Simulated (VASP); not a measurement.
# Bi2TeSe2 (R-3m) in VASP: notebook

The runs below take Bi2TeSe2 through single point, with PBEsol.

All numbers are computed with VASP 6.6.1; they aren't measurements. Logs are shortened: lines on timing, memory, paths and dates and some standing lists are left out, and cuts for length are marked.

## (1) The cell of the first run

The structure is trigonal, space group R-3m (No. 166). Conventional cell: a = 4.220 Å, b = 4.220 Å, c = 29.007 Å, α = 90.00°, β = 90.00°, γ = 120.00°. Bi (site symmetry 3m) has 3 Se at 2.87 Å and 3 Te at 3.22 Å within 3.8 Å. Within 4.4 Å of Te (site symmetry -3m) lie 6 Bi at 3.22 Å and 6 Te at 4.22 Å and 6 Se at 4.36 Å. Within 3.8 Å of Se (site symmetry 3m) lie 3 Bi at 2.87 Å and 3 Se at 3.44 Å.

## (2) Single point, PBEsol

INCAR

```
PREC     = Accurate       # precision mode
ENCUT    = 520            # plane-wave cutoff, eV
EDIFF    = 1E-7           # SCF threshold, eV
ISMEAR   = -1             # smearing method
SIGMA    = 0.05           # smearing width, eV
LREAL    = F              # projectors in reciprocal space
LASPH    = T              # aspherical terms in the spheres
NELM     = 100            # most SCF steps
ALGO     = Normal         # electronic algorithm
ISIF     = 2              # what is computed and relaxed
LWAVE    = F              # write WAVECAR
LCHARG   = F              # write CHGCAR
GGA      = PS             # functional
NBANDS   = 32             # bands
```

KPOINTS

```
regular mesh
0
Gamma
  7 7 7
```

POSCAR

```
Bi2TeSe2
1.0
    2.1100603804      1.2182439286      9.6688958455
   -2.1100603804      1.2182439286      9.6688958455
    0.0000000000     -2.4364878572      9.6688958455
Bi Te Se
2 1 2
Direct
    0.5942442275      0.5942442275      0.5942442275
    0.4057557725      0.4057557725      0.4057557725
    0.0000000000      0.0000000000      0.0000000000
    0.7914082516      0.7914082516      0.7914082516
    0.2085917484      0.2085917484      0.2085917484
```

Potentials or basis: VASP PAW PBE potentials, release 64 (Bi_d, Te, Se).

Command:

```sh
> cat potpaw_PBE.64/Bi_d/POTCAR potpaw_PBE.64/Te/POTCAR potpaw_PBE.64/Se/POTCAR > POTCAR
> mpirun -np 1 vasp_std > vasp.out
```

OUTCAR:

```text
PREC = Accurate
   ENCUT = 520
   EDIFF = 1E-7
   ISMEAR = -1
   LREAL = F
   LASPH = T
   NELM = 100
   ISIF = 2
   GGA = PS

 ion  position               nearest neighbor table
   1  0.594  0.594  0.594-   5 2.87   5 2.87   5 2.87   3 3.22   3 3.22   3 3.22
   2  0.406  0.406  0.406-   4 2.87   4 2.87   4 2.87   3 3.22   3 3.22   3 3.22
   3  0.000  0.000  0.000-   1 3.22   2 3.22   1 3.22   1 3.22   2 3.22   2 3.22
   4  0.791  0.791  0.791-   2 2.87   2 2.87   2 2.87
   5  0.209  0.209  0.209-   1 2.87   1 2.87   1 2.87

  LATTYP: Found a trigonal (rhomboedric) cell.
 ALAT       =     9.9711594085
 COS(alpha) =     0.9104370390

  Lattice vectors:

 A1 = (   2.1100603804,   1.2182439286,   9.6688958455)
 A2 = (  -2.1100603804,   1.2182439286,   9.6688958455)
 A3 = (   0.0000000000,  -2.4364878572,   9.6688958455)

Analysis of symmetry for initial positions (statically):
=====================================================================
 Subroutine PRICEL returns:
 Original cell was already a primitive cell.

 Routine SETGRP: Setting up the symmetry group for a
 trigonal (rhombohedral) supercell.

 Subroutine GETGRP returns: Found 12 space group operations
 (whereof 12 operations were pure point group operations)
 out of a pool of 12 trial point group operations.

The static configuration has the point symmetry D_3d.

Analysis of symmetry for dynamics (positions and initial velocities):
=====================================================================
 Subroutine PRICEL returns:
 Original cell was already a primitive cell.

 Routine SETGRP: Setting up the symmetry group for a
 trigonal (rhombohedral) supercell.

 Subroutine GETGRP returns: Found 12 space group operations
 (whereof 12 operations were pure point group operations)
 out of a pool of 12 trial point group operations.

The dynamic configuration has the point symmetry D_3d.

 Subroutine INISYM returns: Found 12 space group operations
 (whereof 12 operations are pure point group operations),
 and found     1 'primitive' translations

----------------------------------------------------------------------------------------

                                     Primitive cell

  volume of cell :     149.1273

  direct lattice vectors                    reciprocal lattice vectors
     2.110060380  1.218243929  9.668895845     0.236960044  0.136808945  0.034474809
    -2.110060380  1.218243929  9.668895845    -0.236960044  0.136808945  0.034474809
     0.000000000 -2.436487857  9.668895845     0.000000000 -0.273617890  0.034474809

  length of vectors
     9.971159408  9.971159408  9.971159408     0.275781185  0.275781185  0.275781185

  position of ions in fractional coordinates (direct lattice)
     0.594244227  0.594244227  0.594244227
     0.405755773  0.405755773  0.405755773
     0.000000000  0.000000000  0.000000000
     0.791408252  0.791408252  0.791408252
     0.208591748  0.208591748  0.208591748

  ion indices of the primitive-cell ions
   primitive index   ion index
                 1           1
                 2           2
                 3           3
                 4           4
                 5           5

----------------------------------------------------------------------------------------

 KPOINTS: regular mesh

Automatic generation of k-mesh.
 Grid dimensions read from file:
 generate k-points for:    7    7    7

 Generating k-lattice:

  Cartesian coordinates                     Fractional coordinates (reciprocal lattice)
     0.033851435  0.019544135  0.004924973     0.142857143 -0.000000000 -0.000000000
    -0.033851435  0.019544135  0.004924973    -0.000000000  0.142857143 -0.000000000
     0.000000000 -0.039088270  0.004924973    -0.000000000 -0.000000000  0.142857143

  Length of vectors
     0.039397312  0.039397312  0.039397312

  Shift w.r.t. Gamma in fractional coordinates (k-lattice)
     0.000000000  0.000000000  0.000000000

 Subroutine IBZKPT returns following result:
 ===========================================

 Found     44 irreducible k-points:

 Following reciprocal coordinates:
            Coordinates               Weight
  0.000000  0.000000  0.000000      1.000000
  0.142857 -0.000000  0.000000      6.000000
  0.285714 -0.000000 -0.000000      6.000000
  0.428571  0.000000 -0.000000      6.000000
  0.142857  0.142857  0.000000      6.000000
  0.285714  0.142857 -0.000000     12.000000
[... 16 lines left out ...]
  0.285714  0.285714  0.142857      6.000000
  0.428571  0.285714  0.142857     12.000000
 [... further k-points ...]
   k-points           NKPTS =     44   k-points in BZ     NKDIM =     44   number of bands    NBANDS=     32
   number of dos      NEDOS =    301   number of ions     NIONS =      5
   total plane-waves  NPLWV = 512000
   dimension x,y,z NGX =    80 NGY =   80 NGZ =   80
   dimension x,y,z NGXF=   160 NGYF=  160 NGZF=  160
   ions per type =               2   1   2
   NGX,Y,Z   is equivalent  to a cutoff of  13.34, 13.34, 13.34 a.u.
   NGXF,Y,Z  is equivalent  to a cutoff of  26.68, 26.68, 26.68 a.u.
 SYSTEM =  unknown system
   PREC   = accura    normal or accurate (medium, high low for compatibility)
   ISTART =      0    job   : 0-new  1-cont  2-samecut
   ICHARG =      2    charge: 1-file 2-atom 10-const
   ISPIN  =      1    spin polarized calculation?
   LNONCOLLINEAR =      F non collinear calculations
   LSORBIT =      F    spin-orbit coupling
   LASPH  =      T    aspherical Exc in radial PAW
   ENCUT  =  520.0 eV  38.22 Ry    6.18 a.u.  18.54 18.54 18.54*2*pi/ulx,y,z
   NELM   =    100;   NELMIN=  2; NELMDL= -5     # of ELM steps
   EDIFF  = 0.1E-06   stopping-criterion for ELM
   LREAL  =      F    real-space projection
   EDIFFG = 0.1E-05   stopping-criterion for IOM
   NSW    =      0    number of steps for IOM
   IBRION =     -1    ionic relax: 0-MD 1-quasi-New 2-CG
   NFREE  =      0    steps in history (QN), initial steepest desc. (CG)
   ISIF   =      2    stress and relaxation
   ISYM   =      2    0-nonsym 1-usesym 2-fastsym
   POTIM  = 0.5000    time-step for ionic-motion
   TEBEG  =    0.0;   TEEND  =   0.0 temperature during run
   PSTRESS=    0.0 pullay stress
   NELECT =      48.0000    total number of electrons
   NUPDOWN=      -1.0000    fix difference up-down
   EMIN   =  10.00;   EMAX   =-10.00  energy-range for DOS
   EFERMI =   0.00;   METHOD = LEGACY
   ISMEAR =    -1;   SIGMA  =   0.05  broadening in eV -4-tet -1-fermi 0-gaus
   EFERMI_NEDOS =   21; number of points for ismear=-14 and -15
   IALGO  =     38    algorithm
   IMIX   =      4    mixing-type and parameters
     AMIX     =   0.40;   BMIX     =  1.00
     AMIX_MAG =   1.60;   BMIX_MAG =  1.00
  volume/ion in A,a.u.               =      29.83       201.27
  Fermi-wavevector in a.u.,A,eV,Ry     =   1.121940  2.120158 17.126313  1.258749
  Thomas-Fermi vector in A             =   2.258596
   LORBIT       =      0    0 simple, 1 ext, 2 COOP (PROOUT), +10 PAW based schemes
   GGA     = PS    functional components
   LHFCALC =     F    Hartree Fock is set to
   AEXX    =    0.0000 exact exchange contribution
   IVDW    =     0    specifies the selected vdW correction
   LEPSILON=     F    determine dielectric tensor
   LRPA    =     F    only Hartree local field effects (RPA)
 non-spin polarized calculation
  energy-cutoff  :      520.00
  volume of cell :      149.13
 maximum number of plane-waves:      4034
 NGX is ok and might be reduce to    80
   NGX = 37   NGY = 37   NGZ = 37

 number of electron      48.0000001 magnetization

 Free energy of the ion-electron system (eV)
  ---------------------------------------------------
  ext. energy  EPLUGINS =         0.00000000
  ---------------------------------------------------
  free energy    TOTEN  =       -21.32367208 eV

  energy without entropy =      -21.32361524  energy(sigma->0) =      -21.32364366

 E-fermi :   5.5750     XC(G=0):  -9.6743

 val. band max:        5.3286949068   @ k =   0.0000   0.0000   0.0000
 cond. band min:       5.8288928495   @ k =   0.0000   0.0000   0.0000
 fundamental gap:      0.5001979427
 Fermi energy:         5.5749765937

 k-point     1 :       0.0000    0.0000    0.0000
  band No.  band energies     occupation
      1     -17.6779      2.00000
      2     -17.6779      2.00000
      3     -17.6765      2.00000
      4     -17.6765      2.00000
      5     -17.6711      2.00000
      6     -17.6692      2.00000
[... 24 lines left out ...]
     31      10.3509      0.00000
     32      11.8973      0.00000

 k-point     2 :       0.1429   -0.0000    0.0000
  band No.  band energies     occupation
      1     -17.6809      2.00000
      2     -17.6792      2.00000
      3     -17.6747      2.00000
      4     -17.6733      2.00000
      5     -17.6685      2.00000
      6     -17.6668      2.00000
[... 24 lines left out ...]
     31      10.1211      0.00000
     32      10.8964      0.00000

 k-point     3 :       0.2857   -0.0000   -0.0000
  band No.  band energies     occupation
      1     -17.6884      2.00000
      2     -17.6862      2.00000
      3     -17.6706      2.00000
      4     -17.6688      2.00000
      5     -17.6681      2.00000
      6     -17.6657      2.00000
[... 24 lines left out ...]
     31       9.7743      0.00000
     32      11.4341      0.00000

 k-point     4 :       0.4286    0.0000   -0.0000
  band No.  band energies     occupation
      1     -17.6948      2.00000
      2     -17.6921      2.00000
      3     -17.6704      2.00000
      4     -17.6702      2.00000
      5     -17.6681      2.00000
      6     -17.6677      2.00000
[... 654 lines left out ...]
     31       9.5523      0.00000
     32      11.5064      0.00000

 k-point    23 :       0.2857    0.2857    0.1429
  band No.  band energies     occupation
      1     -17.6808      2.00000
      2     -17.6792      2.00000
      3     -17.6747      2.00000
      4     -17.6733      2.00000
      5     -17.6684      2.00000
      6     -17.6669      2.00000
[... 24 lines left out ...]
     31      10.3634      0.00000
     32      10.8357      0.00000

 k-point    24 :       0.4286    0.2857    0.1429
  band No.  band energies     occupation
      1     -17.6843      2.00000
      2     -17.6829      2.00000
      3     -17.6723      2.00000
      4     -17.6721      2.00000
      5     -17.6652      2.00000
      6     -17.6645      2.00000
[... 24 lines left out ...]
     31      10.2776      0.00000
     32      10.3859      0.00000

 [... further k-points ...]

------------------------ aborting loop because EDIFF is reached ----------------------------------------

  FORCE on cell =-STRESS in cart. coord.  units (eV):
  Direction    XX          YY          ZZ          XY          YZ          ZX
  --------------------------------------------------------------------------------------
  -------------------------------------------------------------------------------------
  Total        0.0552433      0.0552433      0.0200038      0.0000000      0.0000000      0.0000000
  in kB        0.5935169      0.5935169      0.2149142      0.0000000      0.0000000      0.0000000
  external PRESSURE =       0.4673160 kB  Pullay stress =       0.0000000 kB

 VOLUME and BASIS-vectors are now :
 -----------------------------------------------------------------------------
  energy-cutoff  :      520.00
  volume of cell :      149.13
      direct lattice vectors                 reciprocal lattice vectors
     2.110060380  1.218243929  9.668895845     0.236960044  0.136808945  0.034474809
    -2.110060380  1.218243929  9.668895845    -0.236960044  0.136808945  0.034474809
     0.000000000 -2.436487857  9.668895845     0.000000000 -0.273617890  0.034474809

 POSITION                                       TOTAL-FORCE (eV/Angst)
 -----------------------------------------------------------------------------------
      0.00000      0.00000     17.23706         0.000000      0.000000      0.008664
      0.00000      0.00000     11.76963         0.000000      0.000000     -0.008664
      0.00000      0.00000      0.00000         0.000000      0.000000     -0.000000
      0.00000      0.00000     22.95613         0.000000     -0.000000      0.014875
      0.00000      0.00000      6.05056         0.000000      0.000000     -0.014875
 -----------------------------------------------------------------------------------
    total drift:                                0.000000     -0.000000      0.000000

  FREE ENERGIE OF THE ION-ELECTRON SYSTEM (eV)
  ---------------------------------------------------
  free  energy   TOTEN  =       -21.3236720794 eV

  energy  without entropy=      -21.3236152415  energy(sigma->0) =      -21.32364366
```

It took 20 min on 1 thread of Intel Xeon Platinum 8375C at 2.90GHz (Ice Lake), shared host; peak memory 1 GiB.

What came out:

| Property | Result |
| --- | --- |
| Free energy | -21.3237 eV |
| Pressure | 0.0 GPa |
| Largest force | 0.015 eV/Å |
| Band gap on the k mesh | 0.50 eV |

Forces on the atoms (eV/Å):
```
Bi   0.000  0.000  0.009
Bi   0.000  0.000 -0.009
Te   0.000  0.000  0.000
Se   0.000  0.000  0.015
Se   0.000  0.000 -0.015
```

Caveat: the PAW data sets were made with another functional, which shifts forces and pressure a little; spin-orbit coupling is left out, which moves the levels of the heavy elements; an odd mesh through Γ misses points on the zone boundary, where band edges can lie.

## (3) Single point, PBEsol (28.85 Å³/atom)

This run uses another cell than the first one, of 28.85 Å³/atom.

INCAR

```
PREC = Accurate
ENCUT = 520
EDIFF = 1E-6
ISMEAR = -1
SIGMA = 0.05
LREAL = False
LASPH = True
NELM = 60
ALGO = Normal
ISIF = 2
LWAVE = False
LCHARG = False
GGA = PS
NBANDS = 32
```

KPOINTS

```
Automatic mesh
0
Gamma
  7 7 7
```

POSCAR

```
Bi2TeSe2
1.0
    2.0774626643      1.1994236285      9.6471479240
   -2.0774626643      1.1994236285      9.6471479240
    0.0000000000     -2.3988472569      9.6471479240
Bi Te Se
2 1 2
Direct
    0.6019400000      0.6019400000      0.6019400000
    0.3980600000      0.3980600000      0.3980600000
    0.0000000000      0.0000000000      0.0000000000
    0.7884000000      0.7884000000      0.7884000000
    0.2116000000      0.2116000000      0.2116000000
```

Potentials or basis: VASP PAW PBE potentials, release 64 (Bi_d, Te, Se).

Command:

```sh
> cat potpaw_PBE.64/Bi_d/POTCAR potpaw_PBE.64/Te/POTCAR potpaw_PBE.64/Se/POTCAR > POTCAR
> mpirun -np 1 vasp_std > vasp.out
```

It took 14 min on 1 thread of Intel Xeon Platinum 8375C at 2.90GHz (Ice Lake), shared host; peak memory 1 GiB.

It converged, with:

* Free energy: -20.9296 eV
* Pressure: 3.3 GPa
* Largest force: 1.827 eV/Å
* Band gap on the k mesh: 0.42 eV

Forces on the atoms (eV/Å):
```
Bi   0.000  0.000 -1.827
Bi   0.000  0.000  1.827
Te   0.000  0.000  0.000
Se   0.000  0.000 -0.418
Se   0.000  0.000  0.418
```

Stress tensor (GPa, compression positive):
```
3.20 0.00 0.00
0.00 3.20 0.00
0.00 0.00 3.56
```

Levels at points of the mesh, in eV from the valence-band top:
```
           k point  band 22  band 23  band 24  band 25  band 26  band 27
(0.00, 0.00, 0.00)    -0.99    -0.99     0.00     0.42     0.97     0.97
```

Caveat: the cell stands under pressure; the PAW data sets were made with another functional, which shifts forces and pressure a little; spin-orbit coupling is left out, which moves the levels of the heavy elements; an odd mesh through Γ misses points on the zone boundary, where band edges can lie.

(Part 1 of 2 ends here.)
